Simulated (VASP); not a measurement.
Write the native input for VASP 6.6.1 that does the following.

```
Task                   : single point
Functional             : PBE
Potentials or basis    : VASP PAW PBE potentials, release 64 (Se)
Cutoff                 : 520 eV
k mesh                 : 6 × 6 × 5
Occupations            : fermi-dirac, width 0.05 eV
Spin                   : no spin polarisation
Dipole correction      : no
Further INCAR settings : ALGO = Normal; EDIFF = 1e-06; NBANDS = 16
```

The structure of Se lies in POSCAR:

```
Se
1.0
    4.3662000000      0.0000000000      0.0000000000
   -2.1831000000      3.7812401180      0.0000000000
    0.0000000000      0.0000000000      5.1517440000
Se
3
Direct
    0.7746000000      0.7746000000      0.0000000000
    0.0000000000      0.2254000000      0.6666666667
    0.2254000000      0.0000000000      0.3333333333
```

The input as run:

INCAR

```
SYSTEM = Se
PREC = Accurate ; ENCUT = 520
EDIFF = 1E-6 ; ISMEAR = -1
SIGMA = 0.05 ; LREAL = .False.
LASPH = .True. ; NELM = 100
ALGO = Normal ; ISIF = 2
LWAVE = .False. ; LCHARG = .True.
GGA = PE ; LELF = .True.
LVHAR = .True. ; NBANDS = 16
```

KPOINTS

```
Automatic mesh
0
Gamma
  6 6 5
  0 0 0
```

Potentials or basis: VASP PAW PBE potentials, release 64 (Se).

Command:

```console
$ cat potpaw_PBE.64/Se/POTCAR > POTCAR
$ mpirun -np 1 vasp_std > vasp.out
```

It gave:

The pressure is -0.1 GPa and the band gap on the k mesh is 1.16 eV, direct.

Run time: 25 s on 1 thread of Intel(R) Xeon(R) Platinum 8259CL CPU @ 2.50GHz (Skylake/Cascade Lake), with other jobs on the host, peak memory 0.19 GiB.
